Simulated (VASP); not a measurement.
Set up this calculation in VASP 6.6.1, as the native input.

```
Task                   : single point
Functional             : PBEsol
Potentials or basis    : VASP PAW PBE potentials, release 64 (Sn_d, Se)
Cutoff                 : 520 eV
k mesh                 : 7 × 5 × 12
Occupations            : gaussian, width 0.02 eV
Spin                   : no spin polarisation
Dipole correction      : no
Further INCAR settings : ALGO = Normal; EDIFF = 1e-06; NBANDS = 17; ISYM = 0
```

The structure of SnSe lies in POSCAR:

```
SnSe
1.0
    4.0583734766      0.0000000000      0.0000000000
    0.0000000000      5.7394068117      0.0000000000
    2.0291867383      2.8697034059      2.1929591597
Sn Se
1 1
Direct
    0.0000000000      0.5000000000      0.0000000000
    0.0000000000      0.0000000000      0.0000000000
```

One way to write it, as run:

INCAR

```
SYSTEM = SnSe
PREC = Accurate
ENCUT = 520
EDIFF = 1E-6
ISMEAR = 0
SIGMA = 0.02
LREAL = .False.
LASPH = .True.
NELM = 60
ALGO = Normal
ISIF = 2
LWAVE = .False.
LCHARG = .False.
GGA = PS
ISYM = 0
NBANDS = 17
```

KPOINTS

```
regular mesh
0
Gamma
  7 5 12
  0 0 0
```

Potentials or basis: VASP PAW PBE potentials, release 64 (Sn_d, Se).

Command:

```bash
$ cat potpaw_PBE.64/Sn_d/POTCAR potpaw_PBE.64/Se/POTCAR > POTCAR
$ mpirun -np 1 vasp_std > vasp.out
```

It gave:

| Item | Value |
| --- | --- |
| Pressure | 2.0 GPa |
| Band gap on the k mesh | 0.09 eV, indirect (least direct gap 0.49 eV) |

Caveat: the PAW data sets were made with another functional, which shifts forces and pressure a little; spin-orbit coupling is left out, which moves the levels of the heavy elements.

Run time: 82 s on 1 thread of Intel(R) Xeon(R) 6975P-C (Granite Rapids) (shared host), peak memory 0.33 GiB.
